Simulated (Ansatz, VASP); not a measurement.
MoC2: VASP beside Ansatz

```
Mo C
1.0
     3.41220    0.00000    0.00000
     0.00000    3.41220    0.00000
     0.00000    0.00000    5.45263
Mo C
1 2
Direct
  0.00000 0.00000 0.00000
  0.50000 0.00000 0.16819
  0.00000 0.50000 0.83181
```

Change from the starting cell: ordered vacancies on the cation sites of zinc blende (P-4m2, No. 115).

Alike in both runs: functional PBE; k mesh 4 × 4 × 4; occupations gaussian, width 0.1 eV; no spin polarisation.

Ansatz relaxed the structure, and its values are those at the end. VASP's run is a single point on that final structure, the one shown.

```csv
,VASP,Ansatz
version,VASP 6.6.1,Ansatz 0.2.0
potentials or method,"VASP PAW PBE potentials, release 64 (Mo_sv, C), cutoff 520 eV","scalar-relativistic, plane waves, PAW"
valence electrons in the cell,22,22
```

|  | VASP | Ansatz | Ansatz less VASP |
| --- | --- | --- | --- |
| gap on the k mesh at the Fermi level (eV) | none | none | - |
| pressure (GPa) | 0.2 | 0.1 | -0.07 |
| rms of the force components (eV/Å) | 0.007 | 0.000 | -0.0066 |

A gap of «none» marks a metal or a gap that the smearing closes. The functional is the same, so the differences come from potentials, cutoffs and numerics.

The k mesh is coarse, so the values compare programs but aren't converged.
